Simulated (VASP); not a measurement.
# ZnO (P6_3mc) in VASP: notebook

The runs below take ZnO through single point, with PBE.

Program: VASP 6.6.1. These are calculated values, not measurements. Logs are shortened: lines on timing, memory, paths and dates and some standing lists are left out, and cuts for length are marked.

### 1 The cell of the first run

It takes space group P6_3mc (No. 186, hexagonal). The conventional cell has a = 3.247 Å, b = 3.247 Å, c = 5.505 Å, α = 90.00°, β = 90.00°, γ = 120.00°. Within 2.7 Å of Zn (site symmetry 3m) lie 4 O at 2.00 to 2.05 Å. O (site symmetry 3m) has 4 Zn at 2.00 to 2.05 Å within 2.7 Å.

### 2 Single point, PBE (uniaxial strain along c: +4.0 %)

Input file INCAR:

```
SYSTEM = ZnO
PREC = Accurate ; ENCUT = 520
EDIFF = 1E-6 ; ISMEAR = 0
SIGMA = 0.02 ; LREAL = .FALSE.
LASPH = .TRUE. ; NELM = 80
ALGO = Normal ; ISIF = 2
LWAVE = .FALSE. ; LCHARG = .TRUE.
GGA = PE ; LELF = .TRUE.
LVHAR = .TRUE. ; NBANDS = 26
```

Input file KPOINTS:

```
Automatic mesh
0
G
  12 12 6
  0 0 0
```

Input file POSCAR:

```
ZnO
1.0
    3.2465968518      0.0000000000      0.0000000000
   -1.6232984259      2.8116353495      0.0000000000
    0.0000000000      0.0000000000      5.5049624914
Zn O
2 2
Direct
    0.6666666645      0.3333333355      0.5035731408
    0.3333333355      0.6666666645      0.0035731408
    0.6666666676      0.3333333324      0.8767368592
    0.3333333324      0.6666666676      0.3767368592
```

Potentials or basis: VASP PAW PBE potentials, release 64 (Zn, O).

Command:

```console
cat potpaw_PBE.64/Zn/POTCAR potpaw_PBE.64/O/POTCAR > POTCAR
mpirun -np 1 vasp_std > vasp.out
```

OUTCAR:

```text
SYSTEM = ZnO
   PREC = Accurate
   ENCUT = 520
   EDIFF = 1E-6
   ISMEAR = 0
   LREAL = .FALSE.
   LASPH = .TRUE.
   NELM = 80
   ISIF = 2
   GGA = PE

 ion  position               nearest neighbor table
   1  0.667  0.333  0.504-   4 2.00   4 2.00   4 2.00   3 2.05
   2  0.333  0.667  0.004-   3 2.00   3 2.00   3 2.00   4 2.05
   3  0.667  0.333  0.877-   2 2.00   2 2.00   2 2.00   1 2.05
   4  0.333  0.667  0.377-   1 2.00   1 2.00   1 2.00   2 2.05

  LATTYP: Found a hexagonal cell.
 ALAT       =     3.2465968518
 C/A-ratio  =     1.6956101243

  Lattice vectors:

 A1 = (   3.2465968518,   0.0000000000,   0.0000000000)
 A2 = (  -1.6232984259,   2.8116353495,   0.0000000000)
 A3 = (   0.0000000000,   0.0000000000,   5.5049624914)

Analysis of symmetry for initial positions (statically):
=====================================================================
 Subroutine PRICEL returns:
 Original cell was already a primitive cell.

 Routine SETGRP: Setting up the symmetry group for a
 hexagonal supercell.

 Subroutine GETGRP returns: Found 12 space group operations
 (whereof  6 operations were pure point group operations)
 out of a pool of 24 trial point group operations.

The static configuration has the point symmetry C_3v.
 The point group associated with its full space group is C_6v.

Analysis of symmetry for dynamics (positions and initial velocities):
=====================================================================
 Subroutine PRICEL returns:
 Original cell was already a primitive cell.

 Routine SETGRP: Setting up the symmetry group for a
 hexagonal supercell.

 Subroutine GETGRP returns: Found 12 space group operations
 (whereof  6 operations were pure point group operations)
 out of a pool of 24 trial point group operations.

The dynamic configuration has the point symmetry C_3v.
 The point group associated with its full space group is C_6v.

 Subroutine INISYM returns: Found 12 space group operations
 (whereof  6 operations are pure point group operations),
 and found     1 'primitive' translations

----------------------------------------------------------------------------------------

                                     Primitive cell

  volume of cell :      50.2507

  direct lattice vectors                    reciprocal lattice vectors
     3.246596852  0.000000000  0.000000000     0.308014837  0.177832449  0.000000000
    -1.623298426  2.811635349  0.000000000     0.000000000  0.355664898  0.000000000
     0.000000000  0.000000000  5.504962491     0.000000000  0.000000000  0.181654280

  length of vectors
     3.246596852  3.246596852  5.504962491     0.355664898  0.355664898  0.181654280

  position of ions in fractional coordinates (direct lattice)
     0.666666664  0.333333336  0.503573141
     0.333333336  0.666666664  0.003573141
     0.666666668  0.333333332  0.876736859
     0.333333332  0.666666668  0.376736859

  ion indices of the primitive-cell ions
   primitive index   ion index
                 1           1
                 2           2
                 3           3
                 4           4

----------------------------------------------------------------------------------------

 KPOINTS: Automatic mesh

Automatic generation of k-mesh.
 Grid dimensions read from file:
 generate k-points for:   12   12    6

 Generating k-lattice:

  Cartesian coordinates                     Fractional coordinates (reciprocal lattice)
     0.025667903  0.014819371  0.000000000     0.083333333 -0.000000000  0.000000000
     0.000000000  0.029638742  0.000000000     0.000000000  0.083333333  0.000000000
     0.000000000  0.000000000  0.030275713     0.000000000  0.000000000  0.166666667

  Length of vectors
     0.029638742  0.029638742  0.030275713

  Shift w.r.t. Gamma in fractional coordinates (k-lattice)
     0.000000000  0.000000000  0.000000000

 Subroutine IBZKPT returns following result:
 ===========================================

 Found     76 irreducible k-points:

 Following reciprocal coordinates:
            Coordinates               Weight
  0.000000  0.000000  0.000000      1.000000
  0.083333  0.000000  0.000000      6.000000
  0.166667 -0.000000  0.000000      6.000000
  0.250000 -0.000000  0.000000      6.000000
  0.333333 -0.000000  0.000000      6.000000
  0.416667 -0.000000  0.000000      6.000000
[... 16 lines left out ...]
  0.250000 -0.000000  0.166667     12.000000
  0.333333 -0.000000  0.166667     12.000000
 [... further k-points ...]
   k-points           NKPTS =     76   k-points in BZ     NKDIM =     76   number of bands    NBANDS=     26
   number of dos      NEDOS =    301   number of ions     NIONS =      4
   total plane-waves  NPLWV =  24192
   dimension x,y,z NGX =    24 NGY =   24 NGZ =   42
   dimension x,y,z NGXF=    48 NGYF=   48 NGZF=   84
   ions per type =               2   2
   NGX,Y,Z   is equivalent  to a cutoff of  12.29, 12.29, 12.68 a.u.
   NGXF,Y,Z  is equivalent  to a cutoff of  24.58, 24.58, 25.37 a.u.
 SYSTEM =  ZnO
   PREC   = accura    normal or accurate (medium, high low for compatibility)
   ISTART =      0    job   : 0-new  1-cont  2-samecut
   ICHARG =      2    charge: 1-file 2-atom 10-const
   ISPIN  =      1    spin polarized calculation?
   LNONCOLLINEAR =      F non collinear calculations
   LSORBIT =      F    spin-orbit coupling
   LASPH  =      T    aspherical Exc in radial PAW
   ENCUT  =  520.0 eV  38.22 Ry    6.18 a.u.   6.04  6.04 10.24*2*pi/ulx,y,z
   NELM   =     80;   NELMIN=  2; NELMDL= -5     # of ELM steps
   EDIFF  = 0.1E-05   stopping-criterion for ELM
   LREAL  =      F    real-space projection
   EDIFFG = 0.1E-04   stopping-criterion for IOM
   NSW    =      0    number of steps for IOM
   IBRION =     -1    ionic relax: 0-MD 1-quasi-New 2-CG
   NFREE  =      0    steps in history (QN), initial steepest desc. (CG)
   ISIF   =      2    stress and relaxation
   ISYM   =      2    0-nonsym 1-usesym 2-fastsym
   POTIM  = 0.5000    time-step for ionic-motion
   TEBEG  =    0.0;   TEEND  =   0.0 temperature during run
   PSTRESS=    0.0 pullay stress
   NELECT =      36.0000    total number of electrons
   NUPDOWN=      -1.0000    fix difference up-down
   EMIN   =  10.00;   EMAX   =-10.00  energy-range for DOS
   EFERMI =   0.00;   METHOD = LEGACY
   ISMEAR =     0;   SIGMA  =   0.02  broadening in eV -4-tet -1-fermi 0-gaus
   EFERMI_NEDOS =   21; number of points for ismear=-14 and -15
   IALGO  =     38    algorithm
   IMIX   =      4    mixing-type and parameters
     AMIX     =   0.40;   BMIX     =  1.00
     AMIX_MAG =   1.60;   BMIX_MAG =  1.00
  volume/ion in A,a.u.               =      12.56        84.78
  Fermi-wavevector in a.u.,A,eV,Ry     =   1.464857  2.768177 29.195445  2.145805
  Thomas-Fermi vector in A             =   2.580783
   LORBIT       =      0    0 simple, 1 ext, 2 COOP (PROOUT), +10 PAW based schemes
   GGA     = PE    functional components
   LHFCALC =     F    Hartree Fock is set to
   AEXX    =    0.0000 exact exchange contribution
   IVDW    =     0    specifies the selected vdW correction
   LEPSILON=     F    determine dielectric tensor
   LRPA    =     F    only Hartree local field effects (RPA)
 non-spin polarized calculation
 Gauss-broadening in eV      SIGMA  =   0.02
  energy-cutoff  :      520.00
  volume of cell :       50.25
 maximum number of plane-waves:      1377
   NGX = 13   NGY = 13   NGZ = 21

 number of electron      36.0000053 magnetization

 Free energy of the ion-electron system (eV)
  ---------------------------------------------------
  ext. energy  EPLUGINS =         0.00000000
  ---------------------------------------------------
  free energy    TOTEN  =       -17.82645544 eV

  energy without entropy =      -17.82645544  energy(sigma->0) =      -17.82645544

 E-fermi :   0.9344     XC(G=0): -10.6299

 val. band max:        0.7703260616   @ k =   0.0000   0.0000   0.0000
 cond. band min:       1.3870844305   @ k =   0.0000   0.0000   0.0000
 fundamental gap:      0.6167583689
 Fermi energy:         0.9343624770

 k-point     1 :       0.0000    0.0000    0.0000
  band No.  band energies     occupation
      1     -16.9424      2.00000
      2     -16.3656      2.00000
      3      -4.7514      2.00000
      4      -4.7246      2.00000
      5      -4.7246      2.00000
      6      -4.6628      2.00000
[... 18 lines left out ...]
     25      14.8995      0.00000
     26      14.8995      0.00000

 k-point     2 :       0.0833    0.0000    0.0000
  band No.  band energies     occupation
      1     -16.9063      2.00000
      2     -16.3468      2.00000
      3      -4.7638      2.00000
      4      -4.7275      2.00000
      5      -4.7043      2.00000
      6      -4.6029      2.00000
[... 18 lines left out ...]
     25      14.3320      0.00000
     26      14.9556      0.00000

 k-point     3 :       0.1667   -0.0000    0.0000
  band No.  band energies     occupation
      1     -16.8048      2.00000
      2     -16.2960      2.00000
      3      -4.8561      2.00000
      4      -4.6799      2.00000
      5      -4.6515      2.00000
      6      -4.5569      2.00000
[... 18 lines left out ...]
     25      14.0442      0.00000
     26      14.9453      0.00000

 k-point     4 :       0.2500   -0.0000    0.0000
  band No.  band energies     occupation
      1     -16.6582      2.00000
      2     -16.2296      2.00000
      3      -4.9492      2.00000
      4      -4.6673      2.00000
      5      -4.5883      2.00000
      6      -4.4772      2.00000
[... 18 lines left out ...]
     25      14.0342      0.00000
     26      14.7509      0.00000
[... 496 lines left out ...]
      1     -16.7719      2.00000
      2     -16.3312      2.00000
      3      -4.8839      2.00000
      4      -4.7189      2.00000
      5      -4.6409      2.00000
      6      -4.6123      2.00000
[... 18 lines left out ...]
     25      13.9598      0.00000
     26      14.7953      0.00000

 k-point    23 :       0.2500   -0.0000    0.1667
  band No.  band energies     occupation
      1     -16.6300      2.00000
      2     -16.2587      2.00000
      3      -4.9708      2.00000
      4      -4.7284      2.00000
      5      -4.5737      2.00000
      6      -4.4966      2.00000
[... 18 lines left out ...]
     25      14.0494      0.00000
     26      14.6632      0.00000

 k-point    24 :       0.3333   -0.0000    0.1667
  band No.  band energies     occupation
      1     -16.4763      2.00000
      2     -16.1923      2.00000
      3      -5.0090      2.00000
      4      -4.7506      2.00000
      5      -4.5189      2.00000
      6      -4.3445      2.00000
[... 18 lines left out ...]
     25      13.9602      0.00000
     26      14.6271      0.00000

 [... further k-points ...]
[... 5 lines left out ...]
  --------------------------------------------------------------------------------------
  -------------------------------------------------------------------------------------
  Total        0.3281044      0.3281044     -2.0162126      0.0000000      0.0000000      0.0000000
  in kB       10.4611858     10.4611858    -64.2843407      0.0000000      0.0000000      0.0000000
  external PRESSURE =     -14.4539897 kB  Pullay stress =       0.0000000 kB

 VOLUME and BASIS-vectors are now :
 -----------------------------------------------------------------------------
  energy-cutoff  :      520.00
  volume of cell :       50.25
      direct lattice vectors                 reciprocal lattice vectors
     3.246596852  0.000000000  0.000000000     0.308014837  0.177832449  0.000000000
    -1.623298426  2.811635349  0.000000000     0.000000000  0.355664898  0.000000000
     0.000000000  0.000000000  5.504962491     0.000000000  0.000000000  0.181654280

 POSITION                                       TOTAL-FORCE (eV/Angst)
 -----------------------------------------------------------------------------------
      1.62330      0.93721      2.77215        -0.000000     -0.000000      0.140400
      0.00000      1.87442      0.01967         0.000000     -0.000000      0.140400
      1.62330      0.93721      4.82640         0.000000     -0.000000     -0.140400
     -0.00000      1.87442      2.07392        -0.000000      0.000000     -0.140400
 -----------------------------------------------------------------------------------
    total drift:                                0.000002     -0.000003      0.003764

  FREE ENERGIE OF THE ION-ELECTRON SYSTEM (eV)
  ---------------------------------------------------
  free  energy   TOTEN  =       -17.8264554405 eV

  energy  without entropy=      -17.8264554405  energy(sigma->0) =      -17.82645544
```

Wall time 31 s (1 thread of Intel Xeon 6975P-C (Granite Rapids), shared host); peak memory 0.21 GiB.

Results:

- Free energy: -17.8265 eV
- Pressure: -1.4 GPa
- Largest force: 0.140 eV/Å
- Band gap on the k mesh: 0.62 eV, direct

Forces on the atoms (eV/Å):
```
Zn   0.000  0.000  0.140
Zn   0.000  0.000  0.140
O    0.000  0.000 -0.140
O    0.000  0.000 -0.140
```

Caveat: the cell differs from its parent crystal (uniaxial strain along c: +4.0 %).

### 3 Single point, PBE

This run uses another cell than the first one, of 12.52 Å³/atom, 0.996 times its volume.

Input file INCAR:

```
SYSTEM = ZnO
  PREC = Accurate
  ENCUT = 520
  EDIFF = 1E-6
  ISMEAR = 0
  SIGMA = 0.02
  LREAL = .FALSE.
  LASPH = .TRUE.
  NELM = 100
  ALGO = Normal
  ISIF = 2
  LWAVE = .FALSE.
  LCHARG = .FALSE.
  GGA = PE
  NBANDS = 26
```

KPOINTS is that of step 2.

Input file POSCAR:

```
ZnO
1.0
    3.2407654093      0.0000000000      0.0000000000
   -1.6203827046      2.8065851721      0.0000000000
    0.0000000000      0.0000000000      5.5049624914
Zn O
2 2
Direct
    0.6666666659      0.3333333341      0.5061177229
    0.3333333341      0.6666666659      0.0061177229
    0.6666666676      0.3333333324      0.8741922771
    0.3333333324      0.6666666676      0.3741922771
```

Potentials or basis: VASP PAW PBE potentials, release 64 (Zn, O).

Command:

```console
cat potpaw_PBE.64/Zn/POTCAR potpaw_PBE.64/O/POTCAR > POTCAR
mpirun -np 1 vasp_std > vasp.out
```

OUTCAR:

```text
SYSTEM = ZnO
   PREC = Accurate
   ENCUT = 520
   EDIFF = 1E-6
   ISMEAR = 0
   LREAL = .FALSE.
   LASPH = .TRUE.
   NELM = 100
   ISIF = 2
   GGA = PE

 ion  position               nearest neighbor table
   1  0.667  0.333  0.506-   4 2.01   4 2.01   4 2.01   3 2.03
   2  0.333  0.667  0.006-   3 2.01   3 2.01   3 2.01   4 2.03
   3  0.667  0.333  0.874-   2 2.01   2 2.01   2 2.01   1 2.03
   4  0.333  0.667  0.374-   1 2.01   1 2.01   1 2.01   2 2.03

  LATTYP: Found a hexagonal cell.
 ALAT       =     3.2407654093
 C/A-ratio  =     1.6986612100

  Lattice vectors:

 A1 = (   3.2407654093,   0.0000000000,   0.0000000000)
 A2 = (  -1.6203827046,   2.8065851721,   0.0000000000)
 A3 = (   0.0000000000,   0.0000000000,   5.5049624914)

Analysis of symmetry for initial positions (statically):
=====================================================================
 Subroutine PRICEL returns:
 Original cell was already a primitive cell.

 Routine SETGRP: Setting up the symmetry group for a
 hexagonal supercell.
[... 169 lines left out ...]
  free energy    TOTEN  =       -17.82965008 eV

  energy without entropy =      -17.82965008  energy(sigma->0) =      -17.82965008

 E-fermi :   0.9613     XC(G=0): -10.6515

 val. band max:        0.7931111249   @ k =   0.0000   0.0000   0.0000
 cond. band min:       1.4099542367   @ k =   0.0000   0.0000   0.0000
 fundamental gap:      0.6168431118
 Fermi energy:         0.9612667833

 k-point     1 :       0.0000    0.0000    0.0000
  band No.  band energies     occupation
      1     -16.9323      2.00000
      2     -16.3468      2.00000
      3      -4.7815      2.00000
      4      -4.6955      2.00000
      5      -4.6836      2.00000
      6      -4.6836      2.00000
[... 685 lines left out ...]
     25      13.9213      0.00000
     26      14.6567      0.00000

 [... further k-points ...]

------------------------ aborting loop because EDIFF is reached ----------------------------------------

  FORCE on cell =-STRESS in cart. coord.  units (eV):
  Direction    XX          YY          ZZ          XY          YZ          ZX
  --------------------------------------------------------------------------------------
  -------------------------------------------------------------------------------------
  Total        0.2653681      0.2653681     -1.7064149      0.0000000      0.0000000      0.0000000
  in kB        8.4913975      8.4913975    -54.6028144      0.0000000      0.0000000      0.0000000
  external PRESSURE =     -12.5400065 kB  Pullay stress =       0.0000000 kB

 VOLUME and BASIS-vectors are now :
 -----------------------------------------------------------------------------
  energy-cutoff  :      520.00
  volume of cell :       50.07
      direct lattice vectors                 reciprocal lattice vectors
     3.240765409  0.000000000  0.000000000     0.308569080  0.178152441  0.000000000
    -1.620382705  2.806585172  0.000000000     0.000000000  0.356304883  0.000000000
     0.000000000  0.000000000  5.504962491     0.000000000  0.000000000  0.181654280

 POSITION                                       TOTAL-FORCE (eV/Angst)
 -----------------------------------------------------------------------------------
      1.62038      0.93553      2.78616         0.000000     -0.000000      0.013506
      0.00000      1.87106      0.03368         0.000000      0.000000      0.013506
      1.62038      0.93553      4.81240        -0.000000      0.000000     -0.013506
     -0.00000      1.87106      2.05991         0.000000     -0.000000     -0.013506
 -----------------------------------------------------------------------------------
    total drift:                                0.000001     -0.000001      0.000294

  FREE ENERGIE OF THE ION-ELECTRON SYSTEM (eV)
  ---------------------------------------------------
  free  energy   TOTEN  =       -17.8296500809 eV

  energy  without entropy=      -17.8296500809  energy(sigma->0) =      -17.82965008
```

stdout:

```text
POSCAR found type information on POSCAR ZnO
 POSCAR found :  2 types and       4 ions
 scaLAPACK will be used
 LDA part: xc-table for (Slater+PW92), standard interpolation
 POSCAR, INCAR and KPOINTS ok, starting setup
 FFT: planning ... GRIDC
 FFT: planning ... GRID_SOFT
 FFT: planning ... GRID
 WAVECAR not read
 entering main loop
```

Run time: 31 s. Hardware: 1 thread of Intel Xeon 6975P-C (Granite Rapids), shared host; peak memory 0.21 GiB.

Results:

| Item | Value |
| --- | --- |
| Free energy | -17.8297 eV |
| Pressure | -1.3 GPa |
| Largest force | 0.014 eV/Å |
| Band gap on the k mesh | 0.62 eV, direct |

Forces on the atoms (eV/Å):
```
Zn   0.000  0.000  0.014
Zn   0.000  0.000  0.014
O    0.000  0.000 -0.014
O    0.000  0.000 -0.014
```

A hybrid or GW would open this gap; PBE tends to underestimate it.

### 4 Single point, PBE (uniaxial strain along c: +6.0 %, then relaxed in part)

Input file INCAR:

```
ALGO = Normal
EDIFF = 1E-6
ENCUT = 520
GGA = PE
ISIF = 2
ISMEAR = 0
LASPH = True
LCHARG = False
LREAL = False
LWAVE = False
NBANDS = 26
NELM = 80
PREC = Accurate
SIGMA = 0.02
```

Input file KPOINTS:

```
k-points
0
Gamma
  12 12 6
```

Input file POSCAR:

```
ZnO
1.0
    3.2230851136      0.0000000000      0.0000000000
   -1.6115425568      2.7912735870      0.0000000000
    0.0000000000      0.0000000000      5.6108271547
Zn O
2 2
Direct
    0.6666666665      0.3333333335      0.5081927576
    0.3333333335      0.6666666665      0.0081927576
    0.6666666670      0.3333333330      0.8721172424
    0.3333333330      0.6666666670      0.3721172424
```

Command:

```console
cat potpaw_PBE.64/Zn/POTCAR potpaw_PBE.64/O/POTCAR > POTCAR
mpirun -np 1 vasp_std > vasp.out
```

Wall time 31 s (1 thread of Intel Xeon 6975P-C (Granite Rapids), shared host); peak memory 0.21 GiB.

The run converged. Its results:

| Quantity | Value |
| --- | --- |
| Free energy | -17.7850 eV |
| Pressure | -2.4 GPa |
| Largest force | 0.021 eV/Å |
| Band gap on the k mesh | 0.54 eV, direct |

Forces in eV/Å, atoms in the order of the input:
```
Zn   0.000  0.000  0.021
Zn   0.000  0.000  0.021
O    0.000  0.000 -0.021
O    0.000  0.000 -0.021
```

Stress tensor (GPa, compression positive):
```
 0.85  0.00  0.00
 0.00  0.85  0.00
 0.00  0.00 -8.91
```

Levels at points of the mesh, in eV from the valence-band top:
```tsv
k point	band 16	band 17	band 18	band 19	band 20	band 21
(0.00, 0.00, 0.00)	-0.23	0.00	0.00	0.54	5.25	7.38
(0.50, 0.00, 0.00)	-1.90	-1.41	-0.69	5.51	6.74	6.88
(0.00, 0.00, 0.50)	-0.33	-0.33	-0.33	3.17	3.17	9.41
(0.50, 0.00, 0.50)	-1.57	-1.27	-1.27	5.36	5.36	8.07
```

Caveat: the cell differs from its parent crystal (uniaxial strain along c: +6.0 %, then relaxed in part).

(Part 1 of 2 ends here.)
